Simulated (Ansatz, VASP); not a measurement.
# Pb in VASP and in Ansatz

Contents of INCAR:

```
SYSTEM = Pb
  PREC = Accurate
  ENCUT = 520
  EDIFF = 1E-8
  ISMEAR = -1
  SIGMA = 0.08
  LREAL = .FALSE.
  LASPH = .TRUE.
  NELM = 60
  ALGO = Normal
  ISIF = 2
  LWAVE = .FALSE.
  LCHARG = .FALSE.
  GGA = PS
  LEFG = .TRUE.
  NBANDS = 13
```

Contents of KPOINTS:

```
regular mesh
0
G
  13 13 13
  0 0 0
```

The input POSCAR:

```
Pb
1.0
   -1.9992614313      1.9992614313      1.9992614313
    1.9992614313     -1.9992614313      1.9992614313
    1.9992614313      1.9992614313     -1.9992614313
Pb
1
Direct
    0.0000000000      0.0000000000      0.0000000000
```

Input for Ansatz:

```yaml
crystal:
  lattice:
    - [-1.9992614313, 1.9992614313, 1.9992614313]
    - [1.9992614313, -1.9992614313, 1.9992614313]
    - [1.9992614313, 1.9992614313, -1.9992614313]
  atoms:
    - { symbol: Pb, position: [0.0, 0.0, 0.0] }
kpoints:
  mp_grid: { grid: [13, 13, 13] }
scf:
  occupations: { method: fermi_dirac, width: 0.08 }
hamiltonian:
  xc: pbesol
  pseudopotentials: { kind: paw }
output:
  forces: true
  stress: true
  eigenvalues: true
  efg: { contact_densities: true }
```

Change from the starting cell: volume scaled by 1.03, PAW files.

Alike in both runs: task electric field gradients; functional PBEsol; k mesh 13 × 13 × 13; occupations fermi-dirac, width 0.08 eV; no spin polarisation.

|  | VASP | Ansatz |
| --- | --- | --- |
| version | VASP 6.6.1 | Ansatz 0.2.0 |
| potentials or method | VASP PAW PBE potentials, release 64 (Pb_d) | PAW with Ansatz's default frozen-core files, scalar-relativistic |
| plane-wave cutoff (eV) | 520 | 420 |
| valence electrons in the cell | 14 | 14 |

```csv
,VASP,Ansatz,Ansatz less VASP
pressure (GPa),-2.7,-2.7,+0.06
```

VASP's potentials were made for PBE, not for PBEsol. The functional is the same, so the differences come from potentials, cutoffs and numerics.

Neither program's run includes spin-orbit coupling.
